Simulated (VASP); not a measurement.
# AlC3 (Pm-3m) in VASP: notebook, part 2 of 3

VASP 6.6.1.

**4. Relaxation of cell and atoms, PBE, target pressure 5 GPa, at which the enthalpy is minimised**

This run uses another cell than the first one, of 8.25 Å³/atom, 1.056 times its volume.

Input file INCAR:

```
ALGO = Normal
EDIFF = 1E-6
EDIFFG = -0.05
ENCUT = 600
GGA = PE
IBRION = 2
ISIF = 3
ISMEAR = -1
LASPH = T
LCHARG = F
LREAL = F
LWAVE = F
NELM = 100
NSW = 80
PREC = Accurate
PSTRESS = 50.0
SIGMA = 0.1
```

Input file KPOINTS:

```
k-points
0
Gamma
  7 7 7
```

Input file POSCAR:

```
AlC3
1.0
    3.2079290000      0.0000000000      0.0000000000
    0.0000000000      3.2079290000      0.0000000000
    0.0000000000      0.0000000000      3.2079290000
Al C
1 3
Direct
    0.0000000000      0.0000000000      0.0000000000
    0.0000000000      0.5000000000      0.5000000000
    0.5000000000      0.0000000000      0.5000000000
    0.5000000000      0.5000000000      0.0000000000
```

Potentials or basis: VASP PAW PBE potentials, release 64 (Al, C).

On the command line:

```bash
$ cat potpaw_PBE.64/Al/POTCAR potpaw_PBE.64/C/POTCAR > POTCAR
$ mpirun -np 1 vasp_std > vasp.out
```

OUTCAR:

```text
EDIFF = 1E-6
   EDIFFG = -0.05
   ENCUT = 600
   GGA = PE
   IBRION = 2
   ISIF = 3
   ISMEAR = -1
   LASPH = T
   LREAL = F
   NELM = 100
   NSW = 80
   PREC = Accurate
   PSTRESS = 50.0

 ion  position               nearest neighbor table
   1  0.000  0.000  0.000-   2 2.27   3 2.27   4 2.27   2 2.27   3 2.27   2 2.27   4 2.27   2 2.27
                             3 2.27   4 2.27   3 2.27   4 2.27
   2  0.000  0.500  0.500-   1 2.27   1 2.27   1 2.27   1 2.27
   3  0.500  0.000  0.500-   1 2.27   1 2.27   1 2.27   1 2.27
   4  0.500  0.500  0.000-   1 2.27   1 2.27   1 2.27   1 2.27

  LATTYP: Found a simple cubic cell.
 ALAT       =     3.2079290000

  Lattice vectors:

 A1 = (   3.2079290000,   0.0000000000,   0.0000000000)
 A2 = (   0.0000000000,   3.2079290000,   0.0000000000)
 A3 = (   0.0000000000,   0.0000000000,   3.2079290000)

Analysis of symmetry for initial positions (statically):
=====================================================================
 Subroutine PRICEL returns:
 Original cell was already a primitive cell.

 Routine SETGRP: Setting up the symmetry group for a
 simple cubic supercell.

 Subroutine GETGRP returns: Found 48 space group operations
 (whereof 48 operations were pure point group operations)
 out of a pool of 48 trial point group operations.

The static configuration has the point symmetry O_h .

Analysis of symmetry for dynamics (positions and initial velocities):
=====================================================================
 Subroutine PRICEL returns:
 Original cell was already a primitive cell.

 Routine SETGRP: Setting up the symmetry group for a
 simple cubic supercell.

 Subroutine GETGRP returns: Found 48 space group operations
 (whereof 48 operations were pure point group operations)
 out of a pool of 48 trial point group operations.

The dynamic configuration has the point symmetry O_h .

 Subroutine INISYM returns: Found 48 space group operations
 (whereof 48 operations are pure point group operations),
[... 104 lines left out ...]
   TEBEG  =    0.0;   TEEND  =   0.0 temperature during run
   PSTRESS=   50.0 pullay stress
   NELECT =      15.0000    total number of electrons
   NUPDOWN=      -1.0000    fix difference up-down
   EMIN   =  10.00;   EMAX   =-10.00  energy-range for DOS
   EFERMI =   0.00;   METHOD = LEGACY
   ISMEAR =    -1;   SIGMA  =   0.10  broadening in eV -4-tet -1-fermi 0-gaus
   EFERMI_NEDOS =   21; number of points for ismear=-14 and -15
   IALGO  =     38    algorithm
   IMIX   =      4    mixing-type and parameters
     AMIX     =   0.40;   BMIX     =  1.00
     AMIX_MAG =   1.60;   BMIX_MAG =  1.00
  volume/ion in A,a.u.               =       8.25        55.69
  Fermi-wavevector in a.u.,A,eV,Ry     =   1.258579  2.378370 21.551918  1.584021
  Thomas-Fermi vector in A             =   2.392182
   LORBIT       =      0    0 simple, 1 ext, 2 COOP (PROOUT), +10 PAW based schemes
   GGA     = PE    functional components
   LHFCALC =     F    Hartree Fock is set to
   AEXX    =    0.0000 exact exchange contribution
   IVDW    =     0    specifies the selected vdW correction
   LEPSILON=     F    determine dielectric tensor
   LRPA    =     F    only Hartree local field effects (RPA)
 conjugate gradient relaxation of ions
 non-spin polarized calculation
  energy-cutoff  :      600.00
  volume of cell :       33.01
 maximum number of plane-waves:      1141
 NGX is ok and might be reduce to    28
   NGX = 13   NGY = 13   NGZ = 13

--------------------------------------- Ionic step        1  -------------------------------------------

 number of electron      15.0000000 magnetization

 Free energy of the ion-electron system (eV)
  ---------------------------------------------------
  ext. energy  EPLUGINS =         0.00000000
  ---------------------------------------------------
  free energy    TOTEN  =       -20.65238022 eV

  energy without entropy =      -20.60872100  energy(sigma->0) =      -20.63055061

------------------------ aborting loop because EDIFF is reached ----------------------------------------

  FORCE on cell =-STRESS in cart. coord.  units (eV):
  Direction    XX          YY          ZZ          XY          YZ          ZX
  --------------------------------------------------------------------------------------
  -------------------------------------------------------------------------------------
  Total       -0.0324082     -0.0324082     -0.0324082      0.0000000     -0.0000000      0.0000000
  in kB       -1.5728634     -1.5728634     -1.5728634      0.0000000     -0.0000000      0.0000000
  external PRESSURE =     -51.5728634 kB  Pullay stress =      50.0000000 kB
[... 67 lines left out ...]
--------------------------------------- Ionic step        3  -------------------------------------------

 number of electron      15.0000000 magnetization

 Free energy of the ion-electron system (eV)
  ---------------------------------------------------
  ext. energy  EPLUGINS =         0.00000000
  ---------------------------------------------------
  free energy    TOTEN  =       -20.63820230 eV

  energy without entropy =      -20.59669032  energy(sigma->0) =      -20.61744631

 E-fermi :   9.5089     XC(G=0): -12.4018

 val. band max:        9.4492014791   @ k =   0.2857   0.2857   0.0000
 cond. band min:       9.5251684314   @ k =   0.4286   0.4286   0.0000
 fundamental gap:      0.0759669523
 Fermi energy:         9.5088617308

 k-point     1 :       0.0000    0.0000    0.0000
  band No.  band energies     occupation
      1      -8.1988      2.00000
      2       3.0099      2.00000
      3       3.0099      2.00000
      4       3.4795      2.00000
      5       3.4795      2.00000
      6       3.4795      2.00000
      7      11.0054      0.00000
      8      11.0054      0.00000
      9      11.0054      0.00000
     10      11.7002      0.00000
     11      14.0616      0.00000
[... 299 lines left out ...]
  energy  without entropy=      -20.5966903247  energy(sigma->0) =      -20.61744631

  enthalpy is  TOTEN    =       -19.6380127140 eV   P V=        1.0001895890

 reached required accuracy - stopping structural energy minimisation
```

It took 16 s on 1 thread of Intel Xeon 6975P-C, shared host; peak memory 0.15 GiB.

Results:

| Item | Value |
| --- | --- |
| Free energy | -20.6382 eV |
| Relaxed volume | 8.01 Å³/atom |
| Relaxed cell | a = 3.176 Å, b = 3.176 Å, c = 3.176 Å, α = 90.00°, β = 90.00°, γ = 90.00° |
| Space group after relaxing (to 0.05 Å) | Pm-3m (No. 221) |
| Energy change on relaxing (the enthalpy is what falls) | +3.5 meV/atom |
| Ionic steps | 3 |
| Pressure after relaxing | 5.0 GPa |

Step by step:
```tsv
step	energy change (eV)	largest force (eV/Å)	pressure (GPa)	volume (Å³)
1	0.0000	0.0000	-0.16	33.01
2	0.0248	0.0000	6.72	31.76
3	0.0142	0.0000	5.00	32.05
```

Final structure:
```yaml
crystal:
  lattice:
    - [3.17644, 0.00000, 0.00000]
    - [0.00000, 3.17644, 0.00000]
    - [0.00000, 0.00000, 3.17644]
  atoms:
    - { symbol: Al, position: [0.00000, 0.00000, 0.00000] }
    - { symbol: C, position: [0.00000, 0.50000, 0.50000] }
    - { symbol: C, position: [0.50000, 0.00000, 0.50000] }
    - { symbol: C, position: [0.50000, 0.50000, 0.00000] }
```

Caveat: the cell is relaxed towards a set pressure, so the enthalpy falls and the energy may rise.

**5. Relaxation of cell and atoms, PBE, target pressure 10 GPa, at which the enthalpy is minimised**

This run uses another cell than the first one, of 8.25 Å³/atom, 1.056 times its volume.

Input file INCAR:

```
SYSTEM = AlC3
  ALGO = Normal
  EDIFF = 1E-6
  EDIFFG = -0.05
  ENCUT = 600
  GGA = PE
  IBRION = 2
  ISIF = 3
  ISMEAR = -1
  LASPH = .True.
  LCHARG = .False.
  LREAL = .False.
  LWAVE = .False.
  NELM = 80
  NSW = 80
  PREC = Accurate
  PSTRESS = 100.0
  SIGMA = 0.1
```

Input file KPOINTS:

```
k-points
0
Gamma
  7 7 7
  0 0 0
```

POSCAR is that of step 4.

Potentials or basis: VASP PAW PBE potentials, release 64 (Al, C).

On the command line:

```bash
$ cat potpaw_PBE.64/Al/POTCAR potpaw_PBE.64/C/POTCAR > POTCAR
$ mpirun -np 1 vasp_std > vasp.out
```

OUTCAR:

```text
SYSTEM = AlC3
   EDIFF = 1E-6
   EDIFFG = -0.05
   ENCUT = 600
   GGA = PE
   IBRION = 2
   ISIF = 3
   ISMEAR = -1
   LASPH = .True.
   LREAL = .False.
   NELM = 80
   NSW = 80
   PREC = Accurate
   PSTRESS = 100.0

 ion  position               nearest neighbor table
   1  0.000  0.000  0.000-   2 2.27   3 2.27   4 2.27   2 2.27   3 2.27   2 2.27   4 2.27   2 2.27
                             3 2.27   4 2.27   3 2.27   4 2.27
   2  0.000  0.500  0.500-   1 2.27   1 2.27   1 2.27   1 2.27
   3  0.500  0.000  0.500-   1 2.27   1 2.27   1 2.27   1 2.27
   4  0.500  0.500  0.000-   1 2.27   1 2.27   1 2.27   1 2.27

  LATTYP: Found a simple cubic cell.
 ALAT       =     3.2079290000

  Lattice vectors:

 A1 = (   3.2079290000,   0.0000000000,   0.0000000000)
 A2 = (   0.0000000000,   3.2079290000,   0.0000000000)
 A3 = (   0.0000000000,   0.0000000000,   3.2079290000)

Analysis of symmetry for initial positions (statically):
=====================================================================
 Subroutine PRICEL returns:
[... 226 lines left out ...]
      5       3.8158      2.00000
      6       3.8158      2.00000
      7      11.6789      0.00000
      8      11.6789      0.00000
      9      11.6789      0.00000
     10      12.5143      0.00000
     11      14.9007      0.00000
[... 303 lines left out ...]
--------------------------------------- Ionic step        3  -------------------------------------------

 number of electron      15.0000000 magnetization

 Free energy of the ion-electron system (eV)
  ---------------------------------------------------
  ext. energy  EPLUGINS =         0.00000000
  ---------------------------------------------------
  free energy    TOTEN  =       -20.60020804 eV

  energy without entropy =      -20.55988778  energy(sigma->0) =      -20.58004791

 E-fermi :   9.8891     XC(G=0): -12.5211

 val. band max:        9.8744620774   @ k =   0.2857   0.2857   0.0000
 cond. band min:       9.9345617936   @ k =   0.4286   0.4286   0.0000
 fundamental gap:      0.0600997163
 Fermi energy:         9.8890964771

 k-point     1 :       0.0000    0.0000    0.0000
  band No.  band energies     occupation
      1      -8.1494      2.00000
      2       3.3693      2.00000
      3       3.3693      2.00000
      4       3.6621      2.00000
      5       3.6621      2.00000
      6       3.6621      2.00000
      7      11.3714      0.00000
      8      11.3715      0.00000
      9      11.3715      0.00000
     10      12.1445      0.00000
     11      14.5173      0.00000
[... 299 lines left out ...]
  energy  without entropy=      -20.5598877846  energy(sigma->0) =      -20.58004791

  enthalpy is  TOTEN    =       -18.6507987450 eV   P V=        1.9494092918

 reached required accuracy - stopping structural energy minimisation
```

OSZICAR:

```text
N       E                     dE             d eps       ncg     rms          rms(c)
DAV:   1     0.375018407185E+02    0.37502E+02   -0.76048E+03   440   0.133E+03
DAV:   2    -0.175179835132E+02   -0.55020E+02   -0.50858E+02   565   0.196E+02
DAV:   3    -0.209232208523E+02   -0.34052E+01   -0.32654E+01   629   0.446E+01
[... 20 lines left out ...]
DAV:   2    -0.206012852458E+02    0.46514E-02   -0.90167E-03   467   0.750E-01    0.234E-01
DAV:   3    -0.206002710459E+02    0.10142E-02   -0.28820E-03   476   0.365E-01    0.430E-02
DAV:   4    -0.206002125034E+02    0.58542E-04   -0.78051E-05   506   0.696E-02    0.158E-02
DAV:   5    -0.206002086148E+02    0.38886E-05   -0.50081E-06   568   0.192E-02    0.111E-02
DAV:   6    -0.206002080368E+02    0.57804E-06   -0.42680E-07   256   0.554E-03
   3 F= -.18650799E+02 E0= -.18630639E+02  d E =-.588760E-01
```

Run time: 19 s. Hardware: 1 thread of Intel Xeon 6975P-C, shared host; peak memory 0.16 GiB.

Results:

| Property | Result |
| --- | --- |
| Free energy | -20.6002 eV |
| Relaxed volume | 7.81 Å³/atom |
| Relaxed cell | a = 3.149 Å, b = 3.149 Å, c = 3.149 Å, α = 90.00°, β = 90.00°, γ = 90.00° |
| Space group after relaxing (to 0.05 Å) | Pm-3m (No. 221) |
| Energy change on relaxing (the enthalpy is what falls) | +13.0 meV/atom |
| Ionic steps | 3 |
| Pressure after relaxing | 10.0 GPa |

The path:
```
step  energy change (eV)  largest force (eV/Å)  pressure (GPa)  volume (Å³)
   1              0.0000                0.0000           -0.16        33.01
   2              0.1024                0.0000           14.52        30.57
   3              0.0522                0.0000           10.01        31.23
```

Final structure:
```xyz
4
Lattice="3.1492 0.0000 0.0000 0.0000 3.1492 0.0000 0.0000 0.0000 3.1492" Properties=species:S:1:pos:R:3 pbc="T T T"
Al    0.0000    0.0000    0.0000
C     0.0000    1.5746    1.5746
C     1.5746    0.0000    1.5746
C     1.5746    1.5746    0.0000
```

Levels at points of the mesh, in eV from the Fermi level:
| k point | band 4 | band 5 | band 6 | band 7 | band 8 | band 9 | band 10 | band 11 |
| --- | --- | --- | --- | --- | --- | --- | --- | --- |
| (0.00, 0.00, 0.00) | -6.23 | -6.23 | -6.23 | 1.48 | 1.48 | 1.48 | 2.26 | 4.63 |

Caveat: the cell is relaxed towards a set pressure, so the enthalpy falls and the energy may rise.

(Part 2 of 3 ends here.)
